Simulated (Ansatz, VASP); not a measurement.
ZnS: VASP beside Ansatz

```
Zn S
1.0
     0.00000    2.64842    2.64842
     2.64842    0.00000    2.64842
     2.64842    2.64842    0.00000
Zn S
1 1
Direct
  0.00000 0.00000 0.00000
  0.25000 0.25000 0.25000
```

Alike in both runs: functional LDA; k mesh 10 × 10 × 10; occupations gaussian, width 0.02 eV; no spin polarisation.

Ansatz relaxed the structure, and its values are those at the end. VASP's run is a single point on that final structure, the one shown.

|  | VASP | Ansatz |
| --- | --- | --- |
| version | VASP 6.6.1 | Ansatz 0.2.0 |
| potentials or method | VASP PAW LDA potentials, release 64 (Zn, S), cutoff 500 eV | scalar-relativistic, plane waves, PAW |
| valence electrons in the cell | 18 | 18 |

VASP gave:

- gap on the k mesh at the Fermi level (eV): 2.16
- least direct gap on the mesh (eV): 2.16
- pressure (GPa): 0.2

Question: Which values does Ansatz return?

Answer: gap on the k mesh at the Fermi level (eV): 2.13; least direct gap on the mesh (eV): 2.13; pressure (GPa): 0.0.

LDA's correlation is that of Perdew and Zunger in VASP and of Perdew and Wang (1992) in Ansatz.
